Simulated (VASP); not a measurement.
# RbBr (Fm-3m) in VASP: further runs

Runs on RbBr. Level: PBE. Tasks: single point.

Everything below comes from runs of VASP 6.6.1. Logs are shortened: lines on timing, memory, paths and dates and some standing lists are left out, and cuts for length are marked.

## (1) The cell of the first run

The structure is cubic, space group Fm-3m (No. 225). Conventional cell: a = 6.568 Å, b = 6.568 Å, c = 6.568 Å, α = 90.00°, β = 90.00°, γ = 90.00°. Rb (site symmetry m-3m) has 6 Br at 3.28 Å within 4.3 Å. Within 4.3 Å of Br (site symmetry m-3m) lie 6 Rb at 3.28 Å.

## (2) Single point, PBE

File INCAR:

```
PREC     = Accurate       # precision mode
ENCUT    = 520            # plane-wave cutoff, eV
EDIFF    = 1E-6           # SCF threshold, eV
ISMEAR   = 0              # smearing method
SIGMA    = 0.01           # smearing width, eV
LREAL    = F              # projectors in reciprocal space
LASPH    = T              # aspherical terms in the spheres
NELM     = 60             # most SCF steps
ALGO     = Normal         # electronic algorithm
ISIF     = 2              # what is computed and relaxed
LWAVE    = F              # write WAVECAR
LCHARG   = F              # write CHGCAR
GGA      = PE             # functional
NBANDS   = 15             # bands
```

File KPOINTS:

```
regular mesh
0
Gamma
  6 6 6
```

File POSCAR:

```
RbBr
1.0
    0.0000000000      3.2840391700      3.2840391700
    3.2840391700      0.0000000000      3.2840391700
    3.2840391700      3.2840391700      0.0000000000
Rb Br
1 1
Direct
    0.0000000000      0.0000000000      0.0000000000
    0.5000000000      0.5000000000      0.5000000000
```

Potentials or basis: VASP PAW PBE potentials, release 64 (Rb_sv, Br).

Launch:

```bash
$ cat potpaw_PBE.64/Rb_sv/POTCAR potpaw_PBE.64/Br/POTCAR > POTCAR
$ mpirun -np 1 vasp_std > vasp.out
```

OUTCAR:

```text
PREC = Accurate
   ENCUT = 520
   EDIFF = 1E-6
   ISMEAR = 0
   LREAL = F
   LASPH = T
   NELM = 60
   ISIF = 2
   GGA = PE

 ion  position               nearest neighbor table
   1  0.000  0.000  0.000-   2 3.28   2 3.28   2 3.28   2 3.28   2 3.28   2 3.28
   2  0.500  0.500  0.500-   1 3.28   1 3.28   1 3.28   1 3.28   1 3.28   1 3.28

  LATTYP: Found a face centered cubic cell.
 ALAT       =     6.5680783400

  Lattice vectors:

 A1 = (   0.0000000000,   3.2840391700,   3.2840391700)
 A2 = (   3.2840391700,   0.0000000000,   3.2840391700)
 A3 = (   3.2840391700,   3.2840391700,   0.0000000000)

Analysis of symmetry for initial positions (statically):
=====================================================================
 Subroutine PRICEL returns:
 Original cell was already a primitive cell.

 Routine SETGRP: Setting up the symmetry group for a
 face centered cubic supercell.

 Subroutine GETGRP returns: Found 48 space group operations
 (whereof 48 operations were pure point group operations)
 out of a pool of 48 trial point group operations.

The static configuration has the point symmetry O_h .

Analysis of symmetry for dynamics (positions and initial velocities):
=====================================================================
 Subroutine PRICEL returns:
 Original cell was already a primitive cell.

 Routine SETGRP: Setting up the symmetry group for a
 face centered cubic supercell.

 Subroutine GETGRP returns: Found 48 space group operations
 (whereof 48 operations were pure point group operations)
 out of a pool of 48 trial point group operations.

The dynamic configuration has the point symmetry O_h .

 Subroutine INISYM returns: Found 48 space group operations
 (whereof 48 operations are pure point group operations),
 and found     1 'primitive' translations

----------------------------------------------------------------------------------------

                                     Primitive cell

  volume of cell :      70.8362

  direct lattice vectors                    reciprocal lattice vectors
     0.000000000  3.284039170  3.284039170    -0.152251534  0.152251534  0.152251534
     3.284039170  0.000000000  3.284039170     0.152251534 -0.152251534  0.152251534
     3.284039170  3.284039170  0.000000000     0.152251534  0.152251534 -0.152251534

  length of vectors
     4.644332734  4.644332734  4.644332734     0.263707392  0.263707392  0.263707392

  position of ions in fractional coordinates (direct lattice)
     0.000000000  0.000000000  0.000000000
     0.500000000  0.500000000  0.500000000

  ion indices of the primitive-cell ions
   primitive index   ion index
                 1           1
                 2           2

----------------------------------------------------------------------------------------

 KPOINTS: regular mesh

Automatic generation of k-mesh.
 Grid dimensions read from file:
 generate k-points for:    6    6    6

 Generating k-lattice:

  Cartesian coordinates                     Fractional coordinates (reciprocal lattice)
    -0.025375256  0.025375256  0.025375256     0.166666667  0.000000000  0.000000000
     0.025375256 -0.025375256  0.025375256     0.000000000  0.166666667  0.000000000
     0.025375256  0.025375256 -0.025375256     0.000000000  0.000000000  0.166666667

  Length of vectors
     0.043951232  0.043951232  0.043951232

  Shift w.r.t. Gamma in fractional coordinates (k-lattice)
     0.000000000  0.000000000  0.000000000

 Subroutine IBZKPT returns following result:
 ===========================================

 Found     16 irreducible k-points:

 Following reciprocal coordinates:
            Coordinates               Weight
  0.000000  0.000000  0.000000      1.000000
  0.166667  0.000000  0.000000      8.000000
  0.333333  0.000000  0.000000      8.000000
  0.500000  0.000000  0.000000      4.000000
  0.166667  0.166667  0.000000      6.000000
  0.333333  0.166667  0.000000     24.000000
[... 8 lines left out ...]
 -0.333333  0.333333  0.166667     24.000000
 -0.333333  0.500000  0.166667     12.000000
   k-points           NKPTS =     16   k-points in BZ     NKDIM =     16   number of bands    NBANDS=     15
   number of dos      NEDOS =    301   number of ions     NIONS =      2
   total plane-waves  NPLWV =  46656
   dimension x,y,z NGX =    36 NGY =   36 NGZ =   36
   dimension x,y,z NGXF=    72 NGYF=   72 NGZF=   72
   ions per type =               1   1
   NGX,Y,Z   is equivalent  to a cutoff of  12.89, 12.89, 12.89 a.u.
   NGXF,Y,Z  is equivalent  to a cutoff of  25.77, 25.77, 25.77 a.u.
 SYSTEM =  unknown system
   PREC   = accura    normal or accurate (medium, high low for compatibility)
   ISTART =      0    job   : 0-new  1-cont  2-samecut
   ICHARG =      2    charge: 1-file 2-atom 10-const
   ISPIN  =      1    spin polarized calculation?
   LNONCOLLINEAR =      F non collinear calculations
   LSORBIT =      F    spin-orbit coupling
   LASPH  =      T    aspherical Exc in radial PAW
   ENCUT  =  520.0 eV  38.22 Ry    6.18 a.u.   8.64  8.64  8.64*2*pi/ulx,y,z
   NELM   =     60;   NELMIN=  2; NELMDL= -5     # of ELM steps
   EDIFF  = 0.1E-05   stopping-criterion for ELM
   LREAL  =      F    real-space projection
   EDIFFG = 0.1E-04   stopping-criterion for IOM
   NSW    =      0    number of steps for IOM
   IBRION =     -1    ionic relax: 0-MD 1-quasi-New 2-CG
   NFREE  =      0    steps in history (QN), initial steepest desc. (CG)
   ISIF   =      2    stress and relaxation
   ISYM   =      2    0-nonsym 1-usesym 2-fastsym
   POTIM  = 0.5000    time-step for ionic-motion
   TEBEG  =    0.0;   TEEND  =   0.0 temperature during run
   PSTRESS=    0.0 pullay stress
   NELECT =      16.0000    total number of electrons
   NUPDOWN=      -1.0000    fix difference up-down
   EMIN   =  10.00;   EMAX   =-10.00  energy-range for DOS
   EFERMI =   0.00;   METHOD = LEGACY
   ISMEAR =     0;   SIGMA  =   0.01  broadening in eV -4-tet -1-fermi 0-gaus
   EFERMI_NEDOS =   21; number of points for ismear=-14 and -15
   IALGO  =     38    algorithm
   IMIX   =      4    mixing-type and parameters
     AMIX     =   0.40;   BMIX     =  1.00
     AMIX_MAG =   1.60;   BMIX_MAG =  1.00
  volume/ion in A,a.u.               =      35.42       239.01
  Fermi-wavevector in a.u.,A,eV,Ry     =   0.997003  1.884063 13.524397  0.994015
  Thomas-Fermi vector in A             =   2.129130
   LORBIT       =      0    0 simple, 1 ext, 2 COOP (PROOUT), +10 PAW based schemes
   GGA     = PE    functional components
   LHFCALC =     F    Hartree Fock is set to
   AEXX    =    0.0000 exact exchange contribution
   IVDW    =     0    specifies the selected vdW correction
   LEPSILON=     F    determine dielectric tensor
   LRPA    =     F    only Hartree local field effects (RPA)
 non-spin polarized calculation
 Gauss-broadening in eV      SIGMA  =   0.01
  energy-cutoff  :      520.00
  volume of cell :       70.84
 maximum number of plane-waves:      1932
 NGX is ok and might be reduce to    36
   NGX = 17   NGY = 17   NGZ = 17

 number of electron      15.9999998 magnetization

 Free energy of the ion-electron system (eV)
  ---------------------------------------------------
  ext. energy  EPLUGINS =         0.00000000
  ---------------------------------------------------
  free energy    TOTEN  =        -5.95800926 eV

  energy without entropy =       -5.95800926  energy(sigma->0) =       -5.95800926

 E-fermi :  -1.1350     XC(G=0):  -7.7547

 val. band max:       -1.2129696311   @ k =   0.0000   0.0000   0.0000
 cond. band min:       3.4985014640   @ k =   0.0000   0.0000   0.0000
 fundamental gap:      4.7114710952
 Fermi energy:        -1.1349899390

 k-point     1 :       0.0000    0.0000    0.0000
  band No.  band energies     occupation
      1     -25.3890      2.00000
      2     -13.5405      2.00000
      3      -9.4767      2.00000
      4      -9.4767      2.00000
      5      -9.4767      2.00000
      6      -1.2130      2.00000
      7      -1.2130      2.00000
      8      -1.2130      2.00000
      9       3.4985      0.00000
     10       6.0655      0.00000
     11       6.0655      0.00000
     12       6.0655      0.00000
     13       7.0502      0.00000
     14       7.0502      0.00000
     15      10.0533      0.00000

 k-point     2 :       0.1667    0.0000    0.0000
  band No.  band energies     occupation
      1     -25.3843      2.00000
      2     -13.5625      2.00000
      3      -9.4787      2.00000
      4      -9.4787      2.00000
      5      -9.4514      2.00000
      6      -1.5956      2.00000
      7      -1.3466      2.00000
      8      -1.3466      2.00000
      9       4.2282      0.00000
     10       5.9587      0.00000
     11       6.4385      0.00000
     12       6.4385      0.00000
     13       7.5527      0.00000
     14       7.5527      0.00000
     15      11.1663      0.00000

 k-point     3 :       0.3333    0.0000    0.0000
  band No.  band energies     occupation
      1     -25.3748      2.00000
      2     -13.6057      2.00000
      3      -9.4827      2.00000
      4      -9.4827      2.00000
      5      -9.4012      2.00000
      6      -2.1941      2.00000
      7      -1.5916      2.00000
      8      -1.5916      2.00000
      9       5.4625      0.00000
     10       6.3608      0.00000
     11       7.4829      0.00000
     12       7.4829      0.00000
     13       8.8002      0.00000
     14       8.8002      0.00000
     15      11.1370      0.00000
[... 199 lines left out ...]
 k-point    15 :      -0.3333    0.3333    0.1667
  band No.  band energies     occupation
      1     -25.3660      2.00000
      2     -13.5461      2.00000
      3      -9.6380      2.00000
      4      -9.6216      2.00000
      5      -9.4351      2.00000
      6      -2.0042      2.00000
      7      -1.6145      2.00000
      8      -1.6121      2.00000
      9       5.9843      0.00000
     10       6.1952      0.00000
     11       7.9017      0.00000
     12       8.1005      0.00000
     13       9.4458      0.00000
     14      10.3042      0.00000
     15      10.5356      0.00000

 k-point    16 :      -0.3333    0.5000    0.1667
  band No.  band energies     occupation
      1     -25.3647      2.00000
      2     -13.5063      2.00000
      3      -9.7324      2.00000
      4      -9.6408      2.00000
      5      -9.4758      2.00000
      6      -1.7381      2.00000
      7      -1.6506      2.00000
      8      -1.4916      2.00000
      9       5.0536      0.00000
     10       7.0642      0.00000
     11       7.2086      0.00000
     12       8.2475      0.00000
     13       9.2226      0.00000
     14      10.1568      0.00000
     15      10.8455      0.00000

------------------------ aborting loop because EDIFF is reached ----------------------------------------

  FORCE on cell =-STRESS in cart. coord.  units (eV):
  Direction    XX          YY          ZZ          XY          YZ          ZX
  --------------------------------------------------------------------------------------
  -------------------------------------------------------------------------------------
  Total        1.7307703      1.7307703      1.7307703      0.0000000      0.0000000      0.0000000
  in kB       39.1466897     39.1466897     39.1466897      0.0000000      0.0000000      0.0000000
  external PRESSURE =      39.1466897 kB  Pullay stress =       0.0000000 kB

 VOLUME and BASIS-vectors are now :
 -----------------------------------------------------------------------------
  energy-cutoff  :      520.00
  volume of cell :       70.84
      direct lattice vectors                 reciprocal lattice vectors
     0.000000000  3.284039170  3.284039170    -0.152251534  0.152251534  0.152251534
     3.284039170  0.000000000  3.284039170     0.152251534 -0.152251534  0.152251534
     3.284039170  3.284039170  0.000000000     0.152251534  0.152251534 -0.152251534

 POSITION                                       TOTAL-FORCE (eV/Angst)
 -----------------------------------------------------------------------------------
      0.00000      0.00000      0.00000        -0.000000     -0.000000     -0.000000
      3.28404      3.28404      3.28404         0.000000      0.000000      0.000000
 -----------------------------------------------------------------------------------
    total drift:                                0.000000      0.000000      0.000000

  FREE ENERGIE OF THE ION-ELECTRON SYSTEM (eV)
  ---------------------------------------------------
  free  energy   TOTEN  =        -5.9580092610 eV

  energy  without entropy=       -5.9580092610  energy(sigma->0) =       -5.95800926
```

Run time: 33 s. Hardware: 1 thread of Intel Xeon 8259CL, shared host; peak memory 0.2 GiB.

Results:

* Free energy: -5.9580 eV
* Pressure: 3.9 GPa
* Band gap on the k mesh: 4.71 eV, direct

## (3) Single point, PBE

This run uses another cell than the first one, of 37.03 Å³/atom, 1.045 times its volume.

File INCAR:

```
SYSTEM = RbBr
PREC = Accurate
ENCUT = 520
EDIFF = 1E-7
ISMEAR = 0
SIGMA = 0.01
LREAL = .FALSE.
LASPH = .TRUE.
NELM = 100
ALGO = Normal
ISIF = 2
LWAVE = .FALSE.
LCHARG = .FALSE.
GGA = PE
NBANDS = 15
```

File KPOINTS:

```
Automatic mesh
0
G
  6 6 6
  0 0 0
```

File POSCAR:

```
RbBr
1.0
    0.0000000000      3.3330619075      3.3330619075
    3.3330619075      0.0000000000      3.3330619075
    3.3330619075      3.3330619075      0.0000000000
Rb Br
1 1
Direct
    0.0000000000      0.0000000000      0.0000000000
    0.5000000000      0.5000000000      0.5000000000
```

Potentials or basis: VASP PAW PBE potentials, release 64 (Rb_sv, Br).

Launch:

```bash
$ cat potpaw_PBE.64/Rb_sv/POTCAR potpaw_PBE.64/Br/POTCAR > POTCAR
$ mpirun -np 1 vasp_std > vasp.out
```

Run time: 39 s. Hardware: 1 thread of Intel Xeon 8259CL, shared host; peak memory 0.21 GiB.

Results (log left out):

```yaml
Free_energy: -6.0243 eV
Pressure: 2.7 GPa
Band_gap_on_the_k_mesh: 4.58 eV, direct
```

Levels at points of the mesh, in eV from the valence-band top:
```
           k point  band 5  band 6  band 7  band 8  band 9  band 10  band 11  band 12
(0.00, 0.00, 0.00)   -8.34    0.00    0.00    0.00    4.58     7.29     7.29     7.29
(0.50, 0.00, 0.00)   -8.26   -1.14   -0.44   -0.44    7.03     8.00     9.74     9.74
(0.50, 0.50, 0.00)   -8.44   -0.49   -0.16   -0.16    5.51     7.46     9.35     9.64
```
